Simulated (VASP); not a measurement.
Runs of VASP 6.6.1 on N. The structure is that of space group P6_3/mmc (No. 194), or close to it. The cells are those of the table. 

```csv
cell,gap on the mesh (eV),pressure (GPa),largest force (eV/Å)
"a = 4.167, b = 4.167, c = 7.006 Å, angles 90.0, 90.0, 120.0°, 4 atoms",7.04,1.3,1.11
"a = 4.249, b = 4.249, c = 7.143 Å, angles 90.0, 90.0, 120.0°, 4 atoms",6.90,-2.2,2.07
"a = 4.082, b = 4.082, c = 6.863 Å, angles 90.0, 90.0, 120.0°, 4 atoms",7.17,6.1,5.03
"a = 4.195, b = 4.195, c = 7.052 Å, angles 90.0, 90.0, 120.0°, 4 atoms",6.99,(b),0.02
"a = 4.222, b = 4.222, c = 7.098 Å, angles 90.0, 90.0, 120.0°, 4 atoms",6.95,-1.1,(a)
"a = 4.111, b = 4.111, c = 6.911 Å, angles 90.0, 90.0, 120.0°, 4 atoms",7.12,4.3,3.63
"a = 4.139, b = 4.139, c = 6.959 Å, angles 90.0, 90.0, 120.0°, 4 atoms",7.08,2.8,2.33
```

Alike in all rows: task single point; level PBE; potentials or basis VASP PAW PBE potentials, release 64 (N); no spin polarisation; k mesh 7 × 7 × 4; cutoff (eV) 520; smearing fermi-dirac 0.05 eV.

Q: Fill in the values left out.

A: (a) 1.08; (b) 0.0.

Caveats: the standard files for N, O and F lose accuracy on very short bonds; forces of over 1 eV/Å act on the atoms, so gaps and moduli don't describe the material at rest (some runs).

A k mesh can miss the band edges.
